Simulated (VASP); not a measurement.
A run of VASP 6.6.1 is set up as follows.

POSCAR

```
SiGe
1.0
    3.9044512986      0.0000000000      0.0000000000
   -1.9522256493      3.3813540124      0.0000000000
    0.0000000000      0.0000000000      6.4507830000
Si Ge
2 2
Direct
    0.6666666667      0.3333333333      0.8164745221
    0.3333333333      0.6666666667      0.3164745221
    0.6666666667      0.3333333333      0.5003920000
    0.3333333333      0.6666666667      0.0003920000
```

File INCAR.step1:

```
SYSTEM = SiGe
ALGO = Normal
EDIFF = 1E-4
ENCUT = 520
GGA = PE
ISMEAR = 0
LASPH = .TRUE.
LCHARG = .FALSE.
LREAL = .FALSE.
LWAVE = .TRUE.
NBANDS = 26
NELM = 100
PREC = Accurate
SIGMA = 0.05
```

File INCAR.step2:

```
SYSTEM = SiGe
ALGO = Normal
EDIFF = 1E-7
ENCUT = 520
ISIF = 2
ISMEAR = 0
ISTART = 1
LASPH = .TRUE.
LCHARG = .FALSE.
LMIXTAU = .TRUE.
LREAL = .FALSE.
LWAVE = .FALSE.
METAGGA = R2SCAN
NBANDS = 26
NELM = 100
PREC = Accurate
SIGMA = 0.05
```

The input KPOINTS:

```
k-points
0
G
  12 12 4
  0 0 0
```

Potentials or basis: VASP PAW PBE potentials, release 64 (Si, Ge_d).

Command:

```console
$ cat potpaw_PBE.64/Si/POTCAR potpaw_PBE.64/Ge_d/POTCAR > POTCAR
$ cp INCAR.step1 INCAR
$ mpirun -np 1 vasp_std > vasp.out
$ cp INCAR.step2 INCAR
$ mpirun -np 1 vasp_std > vasp.out
```

(1) What does it give for the pressure?

(2) Estimate the largest force.

(3) Estimate the band gap on the k mesh.

## Answers

(1) 6.2 GPa.

(2) 7.431 eV/Å.

(3) zero (bands 18 and 19 overlap by 1.28 eV).

Caveat: the cell differs from its parent crystal (all Si atoms moved -0.375 Å, as atom 1 along Cartesian [0 0 1]); the stress differs along the axes, from -6 to 30 GPa; the PAW data sets were made with another functional, which shifts forces and pressure a little.
